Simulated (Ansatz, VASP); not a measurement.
# Al3GaAs4 in VASP and in Ansatz

File INCAR:

```
PREC = Accurate
ENCUT = 600
EDIFF = 1E-6
ISMEAR = 0
SIGMA = 0.1
LREAL = False
LASPH = True
NELM = 60
ALGO = Normal
ISIF = 3
LWAVE = False
LCHARG = False
GGA = PE
IBRION = 2
NSW = 90
EDIFFG = -0.04
```

The input KPOINTS:

```
regular mesh
0
Gamma
  4 4 2
```

Contents of POSCAR:

```
Al3GaAs4
1.0
    3.8458615300      0.0000000000      0.0000000000
    0.0000000000      3.8458615300      0.0000000000
    0.0000000000      0.0000000000     10.8777390600
Al Ga As
3 1 4
Direct
    0.0000000000      0.0000000000      0.7500000000
    0.5000000000      0.5000000000      0.0000000000
    0.0000000000      0.0000000000      0.2500000000
    0.5000000000      0.5000000000      0.5000000000
    0.5000000000      0.0000000000      0.8750000000
    0.0000000000      0.5000000000      0.1250000000
    0.5000000000      0.0000000000      0.3750000000
    0.0000000000      0.5000000000      0.6250000000
```

Input for Ansatz:

```yaml
crystal:
  lattice:
    - [3.84586153, 0.0, 0.0]
    - [0.0, 3.84586153, 0.0]
    - [0.0, 0.0, 10.87773906]
  atoms:
    - { symbol: Al, position: [0.0, 0.0, 0.75] }
    - { symbol: Al, position: [0.5, 0.5, 0.0] }
    - { symbol: Al, position: [0.0, 0.0, 0.25] }
    - { symbol: Ga, position: [0.5, 0.5, 0.5] }
    - { symbol: As, position: [0.5, 0.0, 0.875] }
    - { symbol: As, position: [0.0, 0.5, 0.125] }
    - { symbol: As, position: [0.5, 0.0, 0.375] }
    - { symbol: As, position: [0.0, 0.5, 0.625] }
basis:
  ecutwfc: 420
kpoints:
  mp_grid: { grid: [4, 4, 2] }
hamiltonian:
  xc: pbe
scf:
  occupations: { method: gaussian, width: 0.1 }
  lower_state_search: "off"
output:
  forces: true
  stress: true
  eigenvalues: true
relax:
  adjacent_minimum: "off"
  f_tol: 0.04
  max_steps: 70
  cell: { stress_tol: 0.4 }
```

Alike in both runs: task relaxation of cell and atoms; functional PBE; k mesh 4 × 4 × 2; occupations gaussian, width 0.1 eV; no spin polarisation.

```csv
,VASP,Ansatz
version,VASP 6.6.1,Ansatz 0.2.0
potentials or method,"VASP PAW PBE potentials, release 64 (Al, Ga_d, As), cutoff 600 eV","scalar-relativistic, plane waves, PAW"
valence electrons in the cell,42,82
```

Ansatz gave:

- gap on the k mesh at the Fermi level, each at its own relaxed structure (eV): 1.23
- relaxed volume (Å³/atom): 23.53
- relaxed length of the cell vector where the two differ most in proportion (Å): 11.341

Task: Estimate VASP's values.

Result: gap on the k mesh at the Fermi level, each at its own relaxed structure (eV): 1.21; relaxed volume (Å³/atom): 23.63; relaxed length of the cell vector where the two differ most in proportion (Å): 11.364.

VASP's potentials hold 42 valence electrons a cell and Ansatz's 82, so a difference there can come from the potentials and not from the codes.

Noted on VASP's run: the volume moved by over 15 % at a fixed basis, so the end points are rough.
